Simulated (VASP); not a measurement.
A run of VASP 6.6.1:

Contents of INCAR:

```
SYSTEM = Si4Mo2N
PREC = Accurate
ENCUT = 520
EDIFF = 1E-6
ISMEAR = 0
SIGMA = 0.1
LREAL = .FALSE.
LASPH = .TRUE.
NELM = 100
ALGO = Fast
ISIF = 2
LWAVE = .FALSE.
LCHARG = .FALSE.
LDIPOL = .TRUE.
IDIPOL = 3
DIPOL = 0.5 0.5 0.355
GGA = PE
IBRION = 2
NSW = 36
EDIFFG = -0.025
```

File KPOINTS:

```
regular mesh
0
G
  8 8 1
  0 0 0
```

Contents of POSCAR:

```
Si4Mo2N
1.0
    3.2169717285      0.0000000000      0.0000000000
    0.0000000000      3.2169717285      0.0000000000
    0.0000000000      0.0000000000     21.8787970046
Si Mo N
4 2 1
Selective dynamics
Direct
    0.0000000000      0.0000000000      0.1828254085  F F F
    0.0000000000      0.0000000000      0.3015081460  F F F
    0.5000000000      0.5000000000      0.3593659936  F F F
    0.5000000000      0.5000000000      0.4743769505  F F F
    0.5000000000      0.5000000000      0.2421667772  F F F
    0.0000000000      0.0000000000      0.4192862006  F F F
    0.7500000000      1.0000000000      0.5046073766  F F T
```

Potentials or basis: VASP PAW PBE potentials, release 64 (Si, Mo_sv, N).

Run with:

```bash
$ cat potpaw_PBE.64/Si/POTCAR potpaw_PBE.64/Mo_sv/POTCAR potpaw_PBE.64/N/POTCAR > POTCAR
$ mpirun -np 1 vasp_std > vasp.out
```

Hardware: 1 thread of Oxide Virtual Turin-like Processor, on a shared host.

Q: How long does it take, and how much memory?

A: It took 17 min on 1 thread of Oxide Virtual Turin-like Processor (shared host), peak memory 0.37 GiB. Counts: scf iterations 50, k points 25, ion steps 3.
